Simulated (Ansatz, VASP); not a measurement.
BaTe in VASP and in Ansatz

```
Ba Te
1.0
     0.00000    3.53239    3.53239
     3.53239    0.00000    3.53239
     3.53239    3.53239    0.00000
Ba Te
1 1
Cartesian
  0.0000 0.0000 0.0000
  3.5324 3.5324 3.5324
```

Alike in both runs: task single point; functional PBE0; k mesh 4 × 4 × 4; no spin polarisation.

|  | VASP | Ansatz |
| --- | --- | --- |
| version | VASP 6.6.1 | Ansatz 0.2.0 |
| potentials or method | VASP PAW PBE potentials, release 64 (Ba_sv, Te) | plane waves, PAW |
| plane-wave cutoff (eV) | 520 | 420 |
| occupations | gaussian, width 0.01 eV | fixed |
| valence electrons in the cell | 16 | 26 |

Ansatz gave:

| Property | Result |
| --- | --- |
| gap on the k mesh at the Fermi level (eV) | 3.00 |
| pressure (GPa) | -0.2 |

Problem. Which values does VASP return?

Solution. gap on the k mesh at the Fermi level (eV): 2.98; pressure (GPa): -0.1.

VASP's potentials hold 16 valence electrons a cell and Ansatz's 26, so a difference there can come from the potentials and not from the codes. Ansatz's warnings: stress exchange threshold loose, stress scf threshold loose.

Spin-orbit coupling is off throughout.
